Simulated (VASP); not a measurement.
A run of VASP 6.6.1:

File POSCAR:

```
LiF
1.0
    0.0000000000      2.1446105480      2.1446105480
    2.1446105480      0.0000000000      2.1446105480
    2.1446105480      2.1446105480      0.0000000000
Li F
1 1
Direct
    0.0000000000      0.0000000000      0.0000000000
    0.2500000000      0.2500000000      0.2500000000
```

INCAR.step1

```
SYSTEM = LiF
  ALGO = Normal
  EDIFF = 1E-5
  ENCUT = 520
  GGA = PE
  ISIF = 2
  ISMEAR = 0
  LASPH = .True.
  LCHARG = .False.
  LREAL = .False.
  LWAVE = .True.
  NBANDS = 12
  NELM = 80
  PREC = Accurate
  SIGMA = 0.01
```

Contents of INCAR.step2:

```
SYSTEM = LiF
  AEXX = 0.15
  ALGO = Normal
  EDIFF = 1E-6
  ENCUT = 520
  GGA = PE
  HFSCREEN = 0.1
  ISIF = 2
  ISMEAR = 0
  ISTART = 1
  LASPH = .True.
  LCHARG = .False.
  LHFCALC = .True.
  LREAL = .False.
  LWAVE = .False.
  NBANDS = 12
  NELM = 80
  PREC = Accurate
  PRECFOCK = Normal
  SIGMA = 0.01
```

Contents of KPOINTS:

```
k-points
0
Gamma
  4 4 4
  0 0 0
```

Potentials or basis: VASP PAW PBE potentials, release 64 (Li_sv, F).

The run is started by

```console
$ cat potpaw_PBE.64/Li_sv/POTCAR potpaw_PBE.64/F/POTCAR > POTCAR
$ cp INCAR.step1 INCAR
$ mpirun -np 1 vasp_std > vasp.out
$ cp INCAR.step2 INCAR
$ mpirun -np 1 vasp_std > vasp.out
```

Hardware: 1 thread of Intel(R) Xeon(R) Platinum 8559C (Emerald Rapids), on a shared host.

Question: How long does it take, and how much memory?

Answer: Wall time 42 s on 1 thread of Intel(R) Xeon(R) Platinum 8559C (Emerald Rapids), on a shared host, peak memory 0.23 GiB. Counts: k points 8.
